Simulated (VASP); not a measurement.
Write the native input for VASP 6.6.1 that does the following.

```yaml
Task: single point
Functional: PBEsol
Potentials_or_basis: VASP PAW PBE potentials, release 64 (Li_sv, Mg, B, N)
Cutoff: 520 eV
k_mesh: 8 × 8 × 8
Occupations: gaussian, width 0.05 eV
Spin: no spin polarisation
Dipole_correction: no
Further_INCAR_settings: ALGO = Normal; EDIFF = 1e-07; NBANDS = 17
```

The structure of LiMgBN2 lies in POSCAR:

```
LiMgBN2
1.0
   -1.9736399479      1.9736399479      4.6213281660
    1.9736399479     -1.9736399479      4.6213281660
    1.9736399479      1.9736399479     -4.6213281660
Li Mg B N
1 1 1 2
Direct
    0.2500000000      0.7500000000      0.5000000000
    0.7500000000      0.2500000000      0.5000000000
    0.5000000000      0.5000000000      0.0000000000
    0.6426409604      0.6426409604      0.0000000000
    0.3573590396      0.3573590396      0.0000000000
```

This cell differs from its parent crystal: atoms shifted along a free coordinate.

One way to write it, as run:

INCAR

```
ALGO = Normal
EDIFF = 1E-7
ENCUT = 520
GGA = PS
ISIF = 2
ISMEAR = 0
LASPH = True
LCHARG = False
LREAL = False
LWAVE = False
NBANDS = 17
NELM = 80
PREC = Accurate
SIGMA = 0.05
```

KPOINTS

```
k-points
0
Gamma
  8 8 8
```

Potentials or basis: VASP PAW PBE potentials, release 64 (Li_sv, Mg, B, N).

Command:

```sh
$ cat potpaw_PBE.64/Li_sv/POTCAR potpaw_PBE.64/Mg/POTCAR potpaw_PBE.64/B/POTCAR potpaw_PBE.64/N/POTCAR > POTCAR
$ mpirun -np 1 vasp_std > vasp.out
```

It gave:

```json
{
 "Largest force": "2.584 eV/Å",
 "Band gap on the k mesh": "2.31 eV (least direct gap 3.09 eV)"
}
```

Caveat: the cell differs from its parent crystal (atoms shifted along a free coordinate); the PAW data sets were made with another functional, which shifts forces and pressure a little.

Run time: 87 s on 1 thread of Intel(R) Xeon(R) 6975P-C (Granite Rapids) (shared host), peak memory 0.28 GiB.
